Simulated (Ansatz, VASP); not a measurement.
CuO: VASP beside Ansatz

File INCAR:

```
  PREC = Accurate
  ENCUT = 520
  EDIFF = 1E-6
  ISMEAR = -1
  SIGMA = 0.05
  LREAL = F
  LASPH = T
  NELM = 100
  ALGO = Normal
  ISIF = 2
  LWAVE = F
  LCHARG = T
  GGA = PE
  LELF = T
  LVHAR = T
  NBANDS = 16
```

The input KPOINTS:

```
regular mesh
0
Gamma
  16 16 16
```

Contents of POSCAR:

```
CuO
1.0
    0.0000000000      2.2841972845      2.2841972845
    2.2841972845      0.0000000000      2.2841972845
    2.2841972845      2.2841972845      0.0000000000
Cu O
1 1
Direct
    0.0000000000      0.0000000000      0.0000000000
    0.2500000000      0.2500000000      0.2500000000
```

Input for Ansatz:

```yaml
crystal:
  lattice:
    - [0.0, 2.2841972845, 2.2841972845]
    - [2.2841972845, 0.0, 2.2841972845]
    - [2.2841972845, 2.2841972845, 0.0]
  atoms:
    - { symbol: Cu, position: [0.0, 0.0, 0.0] }
    - { symbol: O, position: [0.25, 0.25, 0.25] }
kpoints:
  mp_grid: { grid: [16, 16, 16] }
scf:
  occupations: { method: fermi_dirac, width: 0.05 }
hamiltonian:
  xc: pbe
  pseudopotentials: { kind: all_electron, lapw: { basis_error: 0.001 } }
output:
  forces: true
  stress: true
  eigenvalues: true
```

Change from the starting cell: volume scaled by 1.03.

Alike in both runs: task single point; functional PBE; k mesh 16 × 16 × 16; occupations fermi-dirac, width 0.05 eV; no spin polarisation.

|  | VASP | Ansatz |
| --- | --- | --- |
| version | VASP 6.6.1 | Ansatz 0.2.0 |
| potentials or method | VASP PAW PBE potentials, release 64 (Cu, O), cutoff 520 eV | all-electron LAPW, scalar-relativistic |

VASP gave:

```
pressure (GPa) : -3.2
```

Question: Estimate Ansatz's values.

Answer: Pressure (GPa): -3.7.

Ansatz ran all-electron here, and VASP with PAW potentials.
